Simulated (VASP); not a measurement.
The system is Os.

```
Os
1.0
     0.00000    1.91254    1.91254
     1.91254    0.00000    1.91254
     1.91254    1.91254    0.00000
Os
1
Cartesian
  0.0000 0.0000 0.0000
```

| Quantity | Value |
| --- | --- |
| Program | VASP 6.6.1 |
| Task | relaxation of cell and atoms |
| Functional | LDA |
| Potentials or basis | VASP PAW LDA potentials, release 64 (Os) |
| Cutoff | 600 eV |
| k mesh | 14 × 14 × 14 |
| Occupations | fermi-dirac, width 0.1 eV |
| Spin | no spin polarisation |

At the start: pressure -6.0 GPa; volume 13.99 Å³/atom.

Problem. How do energy, volume and symmetry change on relaxing?

Solution. Over 4 steps the energy falls by 3.6 meV/atom and the volume is 13.80 Å³/atom (-1.4 %); space group Fm-3m (No. 225, to 0.05 Å).

The path:
| step | energy change (eV) | largest force (eV/Å) | pressure (GPa) | volume (Å³) |
| --- | --- | --- | --- | --- |
| 1 | 0.0000 | 0.0000 | -5.96 | 13.99 |
| 2 | 0.0759 | 0.0000 | 32.39 | 12.96 |
| 3 | -0.0036 | 0.0000 | -0.19 | 13.81 |
| 4 | -0.0036 | 0.0000 | -0.04 | 13.80 |

Final structure:
```xyz
1
Lattice="0.0000 1.9038 1.9038 1.9038 0.0000 1.9038 1.9038 1.9038 0.0000" Properties=species:S:1:pos:R:3 pbc="T T T"
Os    0.0000    0.0000    0.0000
```
